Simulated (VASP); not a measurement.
Runs of VASP 6.6.1 on Hg. The structure is that of space group P6_3/mmc (No. 194), or close to it. The cells are those of the table. 

```csv
task,cell,k mesh,cutoff (eV),gap on the mesh (eV),pressure (GPa)
single point,"a = 3.057, b = 3.057, c = 5.125 Å, angles 90.0, 90.0, 120.0°, 2 atoms",19 × 19 × 10,520,none,7.6
single point,"a = 3.147, b = 3.147, c = 5.276 Å, angles 90.0, 90.0, 120.0°, 2 atoms",19 × 19 × 10,520,none,(b)
single point,"a = 3.103, b = 3.103, c = 5.202 Å, angles 90.0, 90.0, 120.0°, 2 atoms",19 × 19 × 10,520,none,4.4
single point,"a = 3.190, b = 3.190, c = 5.348 Å, angles 90.0, 90.0, 120.0°, 2 atoms",19 × 19 × 10,520,none,0.4
relaxation of cell and atoms,"relaxed from a = 3.195, b = 3.195, c = 5.218 Å, angles 90.0, 90.0, 120.0°, 2 atoms",11 × 11 × 6,600,none,0.0
single point,"a = 3.190, b = 3.190, c = 5.348 Å, angles 90.0, 90.0, 120.0°, 2 atoms",11 × 11 × 6,520,none,(a)
```

Alike in all rows: level PBEsol; potentials or basis VASP PAW PBE potentials, release 64 (Hg); no spin polarisation; smearing fermi-dirac 0.1 eV.

Fill in the values left out.

(a) 0.3; (b) 2.0.

Caveats: the PAW data sets were made with another functional, which shifts forces and pressure a little; spin-orbit coupling is left out, which moves the levels of the heavy elements.

A k mesh can miss the band edges, and the runs leave out spin-orbit coupling on Hg.

A gap of «none» marks levels without a gap at the run's occupations.
